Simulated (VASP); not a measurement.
**YN (sol2): single point with PBEsol**

Crystal: YN (sol2).

```xyz
2
Lattice="0.0000 2.4216 2.4648 2.4216 0.0000 2.4648 2.4216 2.4216 0.0000" Properties=species:S:1:pos:R:3 pbc="T T T"
Y     0.0000    0.0000    0.0000
N     2.4216    2.4216    2.4648
```

This cell differs from its parent crystal: strained cell.

```json
{"Program": "VASP 6.6.1", "Task": "single point", "Functional": "PBEsol", "Potentials or basis": "VASP PAW PBE potentials, release 64 (Y_sv, N)", "Cutoff": "600 eV", "k mesh": "10 × 10 × 10", "Occupations": "gaussian, width 0.01 eV", "Spin": "no spin polarisation", "Dipole correction": "no", "Further INCAR settings": "ALGO = Normal; EDIFF = 1e-06; NBANDS = 15"}
```

| Item | Value |
| --- | --- |
| Pressure | -1.7 GPa |
| Band gap on the k mesh | 0.05 eV, indirect (least direct gap 0.43 eV) |

Stress tensor (GPa, compression positive):
```
-0.23  0.00  0.00
 0.00 -0.23  0.00
 0.00  0.00 -4.57
```

Levels at points of the mesh, in eV from the valence-band top:
```tsv
k point	band 4	band 5	band 6	band 7	band 8	band 9	band 10	band 11	band 12	band 13
(0.00, 0.00, 0.00)	-20.33	-12.92	-0.08	0.00	0.00	2.98	3.14	3.14	4.07	5.08
(0.50, 0.00, 0.00)	-20.40	-11.06	-4.20	-2.33	-2.32	5.71	6.37	6.46	6.67	10.13
(0.50, 0.50, 0.00)	-20.66	-12.48	-1.62	-0.37	-0.37	0.09	6.90	7.29	7.99	7.99
(0.50, 0.00, 0.50)	-20.68	-12.48	-1.46	-0.47	-0.38	0.05	6.84	7.39	7.89	8.11
```

It took 61 s on 1 thread of AMD EPYC 7R43 64-Core Processor (Zen 3), with other jobs on the host, peak memory 0.19 GiB.

Caveat: the cell differs from its parent crystal (strained cell); the PAW data sets were made with another functional, which shifts forces and pressure a little. A k mesh can miss the band edges.
